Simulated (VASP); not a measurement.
# RhCl (Pm-3m) in VASP: notebook

Runs on RhCl. Level: PBE. Tasks: single point, relaxation of cell and atoms.

Everything below comes from runs of VASP 6.6.1. Logs are shortened: lines on timing, memory, paths and dates and some standing lists are left out, and cuts for length are marked.

### Step 1. The cell of the first run

Symmetry: Pm-3m, No. 221, cubic system. The conventional cell has a = 3.142 Å, b = 3.142 Å, c = 3.142 Å, α = 90.00°, β = 90.00°, γ = 90.00°. Rh (site symmetry m-3m) has 8 Cl at 2.72 Å and 6 Rh at 3.14 Å within 3.6 Å. Cl (site symmetry m-3m) has 8 Rh at 2.72 Å and 6 Cl at 3.14 Å within 3.6 Å.

### Step 2. Single point, PBE

INCAR reads:

```
SYSTEM = RhCl
ALGO     = Normal         ! electronic algorithm
EDIFF    = 1E-7           ! SCF threshold, eV
ENCUT    = 520            ! plane-wave cutoff, eV
GGA      = PE             ! functional
ISIF     = 2              ! what is computed and relaxed
ISMEAR   = 0              ! smearing method
LASPH    = .True.         ! aspherical terms in the spheres
LCHARG   = .True.         ! write CHGCAR
LELF     = .True.         ! ELF
LREAL    = .False.        ! projectors in reciprocal space
LVHAR    = .True.       
LWAVE    = .False.        ! write WAVECAR
NBANDS   = 18             ! bands
NELM     = 100            ! most SCF steps
PREC     = Accurate       ! precision mode
SIGMA    = 0.1            ! smearing width, eV
```

KPOINTS reads:

```
k-points
0
Gamma
  18 18 18
  0 0 0
```

POSCAR reads:

```
RhCl
1.0
    3.1418556740      0.0000000000      0.0000000000
    0.0000000000      3.1418556740      0.0000000000
    0.0000000000      0.0000000000      3.1418556740
Rh Cl
1 1
Direct
    0.0000000000      0.0000000000      0.0000000000
    0.5000000000      0.5000000000      0.5000000000
```

Potentials or basis: VASP PAW PBE potentials, release 64 (Rh_pv, Cl).

On the command line:

```bash
$ cat potpaw_PBE.64/Rh_pv/POTCAR potpaw_PBE.64/Cl/POTCAR > POTCAR
$ mpirun -np 1 vasp_std > vasp.out
```

OUTCAR:

```text
SYSTEM = RhCl
   EDIFF = 1E-7
   ENCUT = 520
   GGA = PE
   ISIF = 2
   ISMEAR = 0
   LASPH = .True.
   LREAL = .False.
   NELM = 100
   PREC = Accurate

 ion  position               nearest neighbor table
   1  0.000  0.000  0.000-   2 2.72   2 2.72   2 2.72   2 2.72   2 2.72   2 2.72   2 2.72   2 2.72

   2  0.500  0.500  0.500-   1 2.72   1 2.72   1 2.72   1 2.72   1 2.72   1 2.72   1 2.72   1 2.72

  LATTYP: Found a simple cubic cell.
 ALAT       =     3.1418556740

  Lattice vectors:

 A1 = (   3.1418556740,   0.0000000000,   0.0000000000)
 A2 = (   0.0000000000,   3.1418556740,   0.0000000000)
 A3 = (   0.0000000000,   0.0000000000,   3.1418556740)

Analysis of symmetry for initial positions (statically):
=====================================================================
 Subroutine PRICEL returns:
 Original cell was already a primitive cell.

 Routine SETGRP: Setting up the symmetry group for a
 simple cubic supercell.

 Subroutine GETGRP returns: Found 48 space group operations
 (whereof 48 operations were pure point group operations)
 out of a pool of 48 trial point group operations.

The static configuration has the point symmetry O_h .

Analysis of symmetry for dynamics (positions and initial velocities):
=====================================================================
 Subroutine PRICEL returns:
 Original cell was already a primitive cell.

 Routine SETGRP: Setting up the symmetry group for a
 simple cubic supercell.

 Subroutine GETGRP returns: Found 48 space group operations
 (whereof 48 operations were pure point group operations)
 out of a pool of 48 trial point group operations.

The dynamic configuration has the point symmetry O_h .

 Subroutine INISYM returns: Found 48 space group operations
 (whereof 48 operations are pure point group operations),
 and found     1 'primitive' translations

----------------------------------------------------------------------------------------

                                     Primitive cell

  volume of cell :      31.0141

  direct lattice vectors                    reciprocal lattice vectors
     3.141855674  0.000000000  0.000000000     0.318283239  0.000000000  0.000000000
     0.000000000  3.141855674  0.000000000     0.000000000  0.318283239  0.000000000
     0.000000000  0.000000000  3.141855674     0.000000000  0.000000000  0.318283239

  length of vectors
     3.141855674  3.141855674  3.141855674     0.318283239  0.318283239  0.318283239

  position of ions in fractional coordinates (direct lattice)
     0.000000000  0.000000000  0.000000000
     0.500000000  0.500000000  0.500000000

  ion indices of the primitive-cell ions
   primitive index   ion index
                 1           1
                 2           2

----------------------------------------------------------------------------------------

 KPOINTS: k-points

Automatic generation of k-mesh.
 Grid dimensions read from file:
 generate k-points for:   18   18   18

 Generating k-lattice:

  Cartesian coordinates                     Fractional coordinates (reciprocal lattice)
     0.017682402  0.000000000  0.000000000     0.055555556  0.000000000  0.000000000
     0.000000000  0.017682402  0.000000000     0.000000000  0.055555556  0.000000000
     0.000000000  0.000000000  0.017682402     0.000000000  0.000000000  0.055555556

  Length of vectors
     0.017682402  0.017682402  0.017682402

  Shift w.r.t. Gamma in fractional coordinates (k-lattice)
     0.000000000  0.000000000  0.000000000

 Subroutine IBZKPT returns following result:
 ===========================================

 Found    220 irreducible k-points:

 Following reciprocal coordinates:
            Coordinates               Weight
  0.000000  0.000000  0.000000      1.000000
  0.055556  0.000000  0.000000      6.000000
  0.111111  0.000000  0.000000      6.000000
  0.166667  0.000000  0.000000      6.000000
  0.222222  0.000000  0.000000      6.000000
  0.277778  0.000000  0.000000      6.000000
[... 16 lines left out ...]
  0.277778  0.111111  0.000000     24.000000
  0.333333  0.111111  0.000000     24.000000
 [... further k-points ...]
   k-points           NKPTS =    220   k-points in BZ     NKDIM =    220   number of bands    NBANDS=     18
   number of dos      NEDOS =    301   number of ions     NIONS =      2
   total plane-waves  NPLWV =  13824
   dimension x,y,z NGX =    24 NGY =   24 NGZ =   24
   dimension x,y,z NGXF=    48 NGYF=   48 NGZF=   48
   ions per type =               1   1
   NGX,Y,Z   is equivalent  to a cutoff of  12.70, 12.70, 12.70 a.u.
   NGXF,Y,Z  is equivalent  to a cutoff of  25.40, 25.40, 25.40 a.u.
 SYSTEM =  RhCl
   PREC   = accura    normal or accurate (medium, high low for compatibility)
   ISTART =      0    job   : 0-new  1-cont  2-samecut
   ICHARG =      2    charge: 1-file 2-atom 10-const
   ISPIN  =      1    spin polarized calculation?
   LNONCOLLINEAR =      F non collinear calculations
   LSORBIT =      F    spin-orbit coupling
   LASPH  =      T    aspherical Exc in radial PAW
   ENCUT  =  520.0 eV  38.22 Ry    6.18 a.u.   5.84  5.84  5.84*2*pi/ulx,y,z
   NELM   =    100;   NELMIN=  2; NELMDL= -5     # of ELM steps
   EDIFF  = 0.1E-06   stopping-criterion for ELM
   LREAL  =      F    real-space projection
   EDIFFG = 0.1E-05   stopping-criterion for IOM
   NSW    =      0    number of steps for IOM
   IBRION =     -1    ionic relax: 0-MD 1-quasi-New 2-CG
   NFREE  =      0    steps in history (QN), initial steepest desc. (CG)
   ISIF   =      2    stress and relaxation
   ISYM   =      2    0-nonsym 1-usesym 2-fastsym
   POTIM  = 0.5000    time-step for ionic-motion
   TEBEG  =    0.0;   TEEND  =   0.0 temperature during run
   PSTRESS=    0.0 pullay stress
   NELECT =      22.0000    total number of electrons
   NUPDOWN=      -1.0000    fix difference up-down
   EMIN   =  10.00;   EMAX   =-10.00  energy-range for DOS
   EFERMI =   0.00;   METHOD = LEGACY
   ISMEAR =     0;   SIGMA  =   0.10  broadening in eV -4-tet -1-fermi 0-gaus
   EFERMI_NEDOS =   21; number of points for ismear=-14 and -15
   IALGO  =     38    algorithm
   IMIX   =      4    mixing-type and parameters
     AMIX     =   0.40;   BMIX     =  1.00
     AMIX_MAG =   1.60;   BMIX_MAG =  1.00
  volume/ion in A,a.u.               =      15.51       104.65
  Fermi-wavevector in a.u.,A,eV,Ry     =   1.460034  2.759063 29.003510  2.131698
  Thomas-Fermi vector in A             =   2.576531
   LORBIT       =      0    0 simple, 1 ext, 2 COOP (PROOUT), +10 PAW based schemes
   GGA     = PE    functional components
   LHFCALC =     F    Hartree Fock is set to
   AEXX    =    0.0000 exact exchange contribution
   IVDW    =     0    specifies the selected vdW correction
   LEPSILON=     F    determine dielectric tensor
   LRPA    =     F    only Hartree local field effects (RPA)
 non-spin polarized calculation
 Gauss-broadening in eV      SIGMA  =   0.10
  energy-cutoff  :      520.00
  volume of cell :       31.01
 maximum number of plane-waves:       860
 NGX is ok and might be reduce to    24
   NGX = 11   NGY = 11   NGZ = 11

 number of electron      21.9999989 magnetization

 Free energy of the ion-electron system (eV)
  ---------------------------------------------------
  ext. energy  EPLUGINS =         0.00000000
  ---------------------------------------------------
  free energy    TOTEN  =        -7.79508967 eV

  energy without entropy =       -7.77618622  energy(sigma->0) =       -7.78563795

 E-fermi :   8.9774     XC(G=0): -12.1683

 val. band max:        8.9742234702   @ k =   0.3889   0.2222   0.0000
 cond. band min:       8.9841656987   @ k =   0.2222   0.1667   0.0556
 fundamental gap:      0.0099422285
 Fermi energy:         8.9774465751

 k-point     1 :       0.0000    0.0000    0.0000
  band No.  band energies     occupation
      1     -36.6858      2.00000
      2     -36.6858      2.00000
      3     -36.6858      2.00000
      4      -9.0536      2.00000
      5       5.0765      2.00000
      6       5.0765      2.00000
[... 10 lines left out ...]
     17      24.8652      0.00000
     18      24.8683      0.00000

 k-point     2 :       0.0556    0.0000    0.0000
  band No.  band energies     occupation
      1     -36.6881      2.00000
      2     -36.6855      2.00000
      3     -36.6855      2.00000
      4      -9.0310      2.00000
      5       4.7213      2.00000
      6       5.0478      2.00000
[... 10 lines left out ...]
     17      23.8064      0.00000
     18      24.6811      0.00000

 k-point     3 :       0.1111    0.0000    0.0000
  band No.  band energies     occupation
      1     -36.6950      2.00000
      2     -36.6850      2.00000
      3     -36.6850      2.00000
      4      -8.9646      2.00000
      5       4.0667      2.00000
      6       4.9679      2.00000
[... 10 lines left out ...]
     17      22.6795      0.00000
     18      24.2118      0.00000

 k-point     4 :       0.1667    0.0000    0.0000
  band No.  band energies     occupation
      1     -36.7055      2.00000
      2     -36.6841      2.00000
      3     -36.6841      2.00000
      4      -8.8597      2.00000
      5       3.3361      2.00000
      6       4.8533      2.00000
[... 375 lines left out ...]
      4      -8.6503      2.00000
      5       2.6642      2.00000
      6       4.1341      2.00000
[... 10 lines left out ...]
     17      20.5642      0.00000
     18      23.9572      0.00000

 k-point    23 :       0.2778    0.1111    0.0000
  band No.  band energies     occupation
      1     -36.7310      2.00000
      2     -36.6909      2.00000
      3     -36.6811      2.00000
      4      -8.5062      2.00000
      5       2.0310      2.00000
      6       4.1187      2.00000
[... 10 lines left out ...]
     17      19.8851      0.00000
     18      23.8991      0.00000

 k-point    24 :       0.3333    0.1111    0.0000
  band No.  band energies     occupation
      1     -36.7437      2.00000
      2     -36.6898      2.00000
      3     -36.6800      2.00000
      4      -8.3629      2.00000
      5       1.4868      2.00000
      6       4.0960      2.00000
[... 10 lines left out ...]
     17      19.4029      0.00000
     18      23.7661      0.00000

 [... further k-points ...]
[... 5 lines left out ...]
  --------------------------------------------------------------------------------------
  -------------------------------------------------------------------------------------
  Total       -0.0052034     -0.0052034     -0.0052034     -0.0000000     -0.0000000     -0.0000000
  in kB       -0.2688075     -0.2688075     -0.2688075     -0.0000000     -0.0000000     -0.0000000
  external PRESSURE =      -0.2688075 kB  Pullay stress =       0.0000000 kB

 VOLUME and BASIS-vectors are now :
 -----------------------------------------------------------------------------
  energy-cutoff  :      520.00
  volume of cell :       31.01
      direct lattice vectors                 reciprocal lattice vectors
     3.141855674  0.000000000  0.000000000     0.318283239  0.000000000  0.000000000
     0.000000000  3.141855674  0.000000000     0.000000000  0.318283239  0.000000000
     0.000000000  0.000000000  3.141855674     0.000000000  0.000000000  0.318283239

 POSITION                                       TOTAL-FORCE (eV/Angst)
 -----------------------------------------------------------------------------------
      0.00000      0.00000      0.00000         0.000000      0.000000      0.000000
      1.57093      1.57093      1.57093         0.000000      0.000000      0.000000
 -----------------------------------------------------------------------------------
    total drift:                                0.000000      0.000000     -0.000000

  FREE ENERGIE OF THE ION-ELECTRON SYSTEM (eV)
  ---------------------------------------------------
  free  energy   TOTEN  =        -7.7950896677 eV

  energy  without entropy=       -7.7761862230  energy(sigma->0) =       -7.78563795
```

It took 1.7 min on 1 thread of Oxide Virtual Turin-like, shared host; peak memory 0.2 GiB.

Results:

- Free energy: -7.7951 eV
- Pressure: 0.0 GPa
- Band gap on the k mesh: zero (band 11 reaches 10.01 eV, above the bottom of band 12 at 8.19 eV)

### Step 3. Relaxation of cell and atoms, PBE, collinear spin, ferromagnetic start

This run uses another cell than the first one, of 19.88 Å³/atom, 1.282 times its volume.

INCAR reads:

```
PREC = Accurate
ENCUT = 600
EDIFF = 1E-7
ISMEAR = 0
SIGMA = 0.1
LREAL = F
LASPH = T
NELM = 150
ALGO = Normal
ISIF = 3
LWAVE = F
LCHARG = F
ISPIN = 2
MAGMOM = 1.9 0.28
LORBIT = 11
LMAXMIX = 4
GGA = PE
IBRION = 2
NSW = 90
EDIFFG = -0.04
```

KPOINTS reads:

```
Automatic mesh
0
Gamma
  6 6 6
```

POSCAR reads:

```
RhCl
1.0
    3.4133763685      0.0000000000      0.0000000000
    0.0000000000      3.4133763685      0.0000000000
    0.0000000000      0.0000000000      3.4133763685
Rh Cl
1 1
Direct
    0.0000000000      0.0000000000      0.0000000000
    0.5000000000      0.5000000000      0.5000000000
```

Potentials or basis: VASP PAW PBE potentials, release 64 (Rh_pv, Cl).

On the command line:

```bash
$ cat potpaw_PBE.64/Rh_pv/POTCAR potpaw_PBE.64/Cl/POTCAR > POTCAR
$ mpirun -np 1 vasp_std > vasp.out
```

Wall time 3.3 min (1 thread of Oxide Virtual Turin-like, shared host); peak memory 0.17 GiB.

Results (log left out):

```yaml
Free_energy: -7.8195 eV
Relaxed_volume: 15.46 Å³/atom
Relaxed_cell: a = 3.139 Å, b = 3.139 Å, c = 3.139 Å, α = 90.00°, β = 90.00°, γ = 90.00°
Space_group_after_relaxing_to_0.05_Å: Pm-3m (No. 221)
Energy_gained_by_relaxing: 148.2 meV/atom
Ionic_steps: 7
Pressure_after_relaxing: 0.0 GPa
Band_gap_on_the_k_mesh: zero (filled and empty bands overlap)
Net_moment: 0.00 μB per cell
Valence_electrons_inside_the_program's_atomic_spheres: Rh 13.57; Cl 4.97
```

The path:
```tsv
step	energy change (eV)	largest force (eV/Å)	pressure (GPa)	volume (Å³)
1	0.0000	0.0000	-9.37	39.77
2	-0.2661	0.0000	-2.78	33.45
3	-0.2832	0.0000	-2.48	32.17
4	-0.2802	0.0000	4.54	29.73
5	-0.2953	0.0000	-1.07	31.25
6	-0.2960	0.0000	0.68	30.72
7	-0.2964	0.0000	-0.01	30.93
```

Final structure:
```cif
data_structure
_symmetry_space_group_name_H-M 'P 1'
_symmetry_Int_Tables_number 1
_cell_length_a 3.1389
_cell_length_b 3.1389
_cell_length_c 3.1389
_cell_angle_alpha 90.000
_cell_angle_beta 90.000
_cell_angle_gamma 90.000
_cell_volume 30.93
loop_
_atom_site_label
_atom_site_type_symbol
_atom_site_fract_x
_atom_site_fract_y
_atom_site_fract_z
_atom_site_occupancy
Rh1 Rh 0.00000 0.00000 0.00000 1
Cl1 Cl 0.50000 0.50000 0.50000 1
```

Levels at points of the mesh, in eV from the Fermi level:
Spin up:
| k point | band 9 | band 10 | band 11 | band 12 | band 13 | band 14 |
| --- | --- | --- | --- | --- | --- | --- |
| (0.00, 0.00, 0.00) | -3.27 | -0.81 | -0.81 | -0.81 | 0.61 | 8.77 |
| (0.50, 0.00, 0.00) | -0.62 | -0.24 | 0.61 | 0.61 | 4.53 | 6.89 |
| (0.50, 0.50, 0.00) | -1.68 | -1.68 | -1.56 | 0.10 | 3.42 | 9.62 |
| (0.50, 0.50, 0.50) | 0.15 | 1.02 | 1.02 | 1.02 | 3.35 | 3.35 |
Spin down:
| k point | band 9 | band 10 | band 11 | band 12 | band 13 | band 14 |
| --- | --- | --- | --- | --- | --- | --- |
| (0.00, 0.00, 0.00) | -3.27 | -0.81 | -0.81 | -0.81 | 0.61 | 8.77 |
| (0.50, 0.00, 0.00) | -0.62 | -0.24 | 0.61 | 0.61 | 4.53 | 6.89 |
| (0.50, 0.50, 0.00) | -1.68 | -1.68 | -1.56 | 0.10 | 3.42 | 9.62 |
| (0.50, 0.50, 0.50) | 0.15 | 1.02 | 1.02 | 1.02 | 3.35 | 3.35 |

Caveat: the volume moved by over 15 % at a fixed basis, so the end points are rough.

### Step 4. Relaxation of cell and atoms, PBE

This run uses another cell than the first one, of 15.45 Å³/atom, 0.997 times its volume.

INCAR reads:

```
SYSTEM = RhCl
PREC = Accurate
ENCUT = 600
EDIFF = 1E-6
ISMEAR = 0
SIGMA = 0.1
LREAL = .False.
LASPH = .True.
NELM = 100
ALGO = Normal
ISIF = 3
LWAVE = .False.
LCHARG = .False.
GGA = PE
IBRION = 2
NSW = 100
EDIFFG = -0.01
```

KPOINTS reads:

```
Automatic mesh
0
Gamma
  18 18 18
  0 0 0
```

POSCAR reads:

```
RhCl
1.0
    3.1382440977      0.0000000000      0.0000000000
    0.0000000000      3.1382440977      0.0000000000
    0.0000000000      0.0000000000      3.1382440977
Rh Cl
1 1
Direct
    0.0000000000      0.0000000000      0.0000000000
    0.5000000000      0.5000000000      0.5000000000
```

On the command line:

```bash
$ cat potpaw_PBE.64/Rh_pv/POTCAR potpaw_PBE.64/Cl/POTCAR > POTCAR
$ mpirun -np 1 vasp_std > vasp.out
```

It took 3.9 min on 1 thread of Oxide Virtual Turin-like, shared host; peak memory 0.23 GiB.

It converged, with:

| Quantity | Value |
| --- | --- |
| Free energy | -7.7950 eV |
| Relaxed volume | 15.50 Å³/atom |
| Relaxed cell | a = 3.141 Å, b = 3.141 Å, c = 3.141 Å, α = 90.00°, β = 90.00°, γ = 90.00° |
| Space group after relaxing (to 0.05 Å) | Pm-3m (No. 221) |
| Energy gained by relaxing | 0.0 meV/atom |
| Ionic steps | 3 |
| Pressure after relaxing | 0.0 GPa |
| Band gap on the k mesh | zero (band 11 reaches 10.02 eV, above the bottom of band 12 at 8.20 eV) |

Final structure:
```
Rh Cl
1.0
     3.14135    0.00000    0.00000
     0.00000    3.14135    0.00000
     0.00000    0.00000    3.14135
Rh Cl
1 1
Direct
  0.00000 0.00000 0.00000
  0.50000 0.50000 0.50000
```

Levels at points of the mesh, in eV from the Fermi level:
```
           k point  band 7  band 8  band 9  band 10  band 11  band 12  band 13  band 14  band 15
(0.00, 0.00, 0.00)   -3.90   -3.24   -3.24    -0.79    -0.79    -0.79     0.63     8.80     8.80
(0.50, 0.00, 0.00)   -4.66   -2.69   -0.60    -0.22     0.63     0.63     4.56     6.93     6.96
(0.50, 0.50, 0.00)   -3.07   -2.92   -1.66    -1.66    -1.53     0.11     3.44     9.63     9.63
(0.50, 0.50, 0.50)   -7.35    0.17    0.17     1.04     1.04     1.04     3.39     3.39     3.39
```

### Step 5. Overview

| task | spin | cell | k mesh | cutoff (eV) | gap on the mesh (eV) | pressure (GPa) | relaxed volume (Å³/atom) |
| --- | --- | --- | --- | --- | --- | --- | --- |
| single point | off | a = 3.142 Å, 2 atoms | 18 × 18 × 18 | 520 | none | 0.0 | - |
| relaxation of cell and atoms | collinear, ferromagnetic start | relaxed from a = 3.413 Å, 2 atoms | 6 × 6 × 6 | 600 | none | 0.0 | 15.46 |
| relaxation of cell and atoms | off | relaxed from a = 3.138 Å, 2 atoms | 18 × 18 × 18 | 600 | none | 0.0 | 15.50 |

Alike in all rows: level PBE; potentials or basis VASP PAW PBE potentials, release 64 (Rh_pv, Cl); smearing gaussian 0.1 eV.

Caveats: the volume moved by over 15 % at a fixed basis, so the end points are rough (some runs).

Absolute energies hang on the potentials; compare differences alone.
